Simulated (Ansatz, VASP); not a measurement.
# Two plane-wave programs on TlPdRu

POSCAR

```
TlPdRu
1.0
    3.6460200000      6.3150870000      0.0000000000
   -3.6460200000      6.3150870000      0.0000000000
    0.0000000000      0.0000000000      3.5302580000
Pd Tl Ru
3 3 3
Direct
    0.0000000000      0.0000000000      0.5000000000
    0.3333000000      0.3334000000      0.0000000000
    0.6667000000      0.6666000000      0.0000000000
    0.2450000000      0.7550000000      0.0000000000
    0.7550000000      0.0000000000      0.0000000000
    0.0000000000      0.2450000000      0.0000000000
    0.5850000000      0.4150000000      0.5000000000
    0.4150000000      0.0000000000      0.5000000000
    0.0000000000      0.5850000000      0.5000000000
```

Contents of INCAR.step1:

```
SYSTEM = TlPdRu
  PREC = Accurate
  ENCUT = 520
  ISMEAR = -5
  SIGMA = 0.1
  LREAL = .False.
  LASPH = .True.
  NELM = 100
  NBANDS = 66
  GGA = PE
  ALGO = Normal
  EDIFF = 1E-4
  LWAVE = .True.
  LCHARG = .False.
```

The input INCAR.step2:

```
SYSTEM = TlPdRu
  PREC = Accurate
  ENCUT = 520
  EDIFF = 1E-6
  ISMEAR = -5
  SIGMA = 0.1
  LREAL = .False.
  LASPH = .True.
  NELM = 100
  ALGO = Normal
  ISIF = 2
  LWAVE = .False.
  LCHARG = .False.
  METAGGA = R2SCAN
  LMIXTAU = .True.
  NBANDS = 66
  ISTART = 1
```

File KPOINTS:

```
Automatic mesh
0
Gamma
  3 3 5
  0 0 0
```

Input for Ansatz:

```yaml
crystal:
  lattice:
    - [3.64602, 6.315087, 0.0]
    - [-3.64602, 6.315087, 0.0]
    - [0.0, 0.0, 3.530258]
  atoms:
    - { symbol: Pd, position: [0.0, 0.0, 0.5] }
    - { symbol: Tl, position: [0.245, 0.755, 0.0] }
    - { symbol: Tl, position: [0.755, 0.0, 0.0] }
    - { symbol: Tl, position: [0.0, 0.245, 0.0] }
    - { symbol: Pd, position: [0.3333, 0.3334, 0.0] }
    - { symbol: Pd, position: [0.6667, 0.6666, 0.0] }
    - { symbol: Ru, position: [0.585, 0.415, 0.5] }
    - { symbol: Ru, position: [0.415, 0.0, 0.5] }
    - { symbol: Ru, position: [0.0, 0.585, 0.5] }
  symmetry: { tolerance: 0.0003 }
kpoints:
  mp_grid: { grid: [3, 3, 5], shift: [0, 0, 0] }
magnetization:
  spin_polarized: false
scf:
  occupations: { method: tetrahedron }
hamiltonian:
  pseudopotentials: { kind: paw }
  xc: r2scan
basis:
  ecutwfc: 500
output:
  forces: true
  stress: true
  eigenvalues: true
```

Alike in both runs: task single point; functional r2SCAN; k mesh 3 × 3 × 5; occupations tetrahedron; no spin polarisation.

|  | VASP | Ansatz |
| --- | --- | --- |
| version | VASP 6.6.1 | Ansatz 0.2.0 |
| potentials or method | VASP PAW PBE potentials, release 64 (Pd, Tl_d, Ru_pv), cutoff 520 eV | PAW plane waves |
| valence electrons in the cell | 111 | 141 |

Ansatz gave:

| Quantity | Value |
| --- | --- |
| gap on the k mesh at the Fermi level (eV) | none |
| pressure (GPa) | -0.3 |
| rms of the force components (eV/Å) | 1.470 |

Task: Estimate VASP's values.

Result: gap on the k mesh at the Fermi level (eV): none; pressure (GPa): 0.4; rms of the force components (eV/Å): 1.494.

VASP's potentials were made for PBE, not for r2SCAN. A gap of «none» marks a metal or a gap that the smearing closes. VASP's potentials hold 111 valence electrons a cell and Ansatz's 141, so a difference there can come from the potentials and not from the codes. Ansatz's warnings: band table not solved further, structure snapped to symmetry, tetrahedron derivatives may miss energy slope.

Neither program's run includes spin-orbit coupling.
